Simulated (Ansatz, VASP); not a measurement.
Ti3O4 in VASP and in Ansatz

Contents of INCAR:

```
SYSTEM = Ti3O4
PREC = Accurate
ENCUT = 520
EDIFF = 1E-6
ISMEAR = 0
SIGMA = 0.15
LREAL = .FALSE.
LASPH = .TRUE.
NELM = 60
ALGO = Normal
ISIF = 2
LWAVE = .FALSE.
LCHARG = .FALSE.
GGA = PS
NBANDS = 39
```

File KPOINTS:

```
regular mesh
0
G
  8 8 14
  0 0 0
```

POSCAR

```
Ti3O4
1.0
    2.9128162305     -4.0303540204      0.0000000000
    2.9128162305      4.0303540204      0.0000000000
    0.0000000000      0.0000000000      2.9690273776
Ti O
3 4
Direct
    0.0000000000      0.0000000000      0.5000000000
    0.5000000000      0.0000000000      0.0000000000
    0.0000000000      0.5000000000      0.0000000000
    0.7567280541      0.7567280541      0.0000000000
    0.2514330404      0.7485669596      0.5000000000
    0.2432719459      0.2432719459      0.0000000000
    0.7485669596      0.2514330404      0.5000000000
```

Input for Ansatz:

```yaml
crystal:
  lattice:
    - [2.9128162305, -4.0303540204, 0.0]
    - [2.9128162305, 4.0303540204, 0.0]
    - [0.0, 0.0, 2.9690273776]
  atoms:
    - { symbol: Ti, position: [0.0, 0.0, 0.5] }
    - { symbol: Ti, position: [0.5, 0.0, 0.0] }
    - { symbol: Ti, position: [0.0, 0.5, 0.0] }
    - { symbol: O, position: [0.7567280541, 0.7567280541, 0.0] }
    - { symbol: O, position: [0.2514330404, 0.7485669596, 0.5] }
    - { symbol: O, position: [0.2432719459, 0.2432719459, 0.0] }
    - { symbol: O, position: [0.7485669596, 0.2514330404, 0.5] }
basis:
  ecutwfc: 420
kpoints:
  mp_grid: { grid: [8, 8, 14] }
hamiltonian:
  xc: pbesol
scf:
  occupations: { method: gaussian, width: 0.15 }
output:
  forces: true
  stress: true
  eigenvalues: true
```

Change from the starting cell: mode 11 (425.2 1/cm) frozen in, largest displacement -0.060 Å.

Alike in both runs: task single point; functional PBEsol; k mesh 8 × 8 × 14; occupations gaussian, width 0.15 eV; no spin polarisation.

|  | VASP | Ansatz |
| --- | --- | --- |
| version | VASP 6.6.1 | Ansatz 0.2.0 |
| potentials or method | VASP PAW PBE potentials, release 64 (Ti_sv, O), cutoff 520 eV | scalar-relativistic, plane waves, PAW |
| valence electrons in the cell | 60 | 60 |

Ansatz gave:

- gap on the k mesh at the Fermi level (eV): none
- pressure (GPa): 0.6
- traceless stress, the component that is largest in VASP (GPa): 3.67
- rms of the force components (eV/Å): 0.234

**Question.** What did VASP give for the same quantities?

**Answer.** gap on the k mesh at the Fermi level (eV): none; pressure (GPa): 1.3; traceless stress, the component that is largest in VASP (GPa): 3.79; rms of the force components (eV/Å): 0.237.

VASP's potentials were made for PBE, not for PBEsol. Atom by atom the forces differ by 0.012 eV/Å (rms over components). A gap of «none» marks a metal or a gap that the smearing closes. The functional is the same, so the differences come from potentials, cutoffs and numerics.
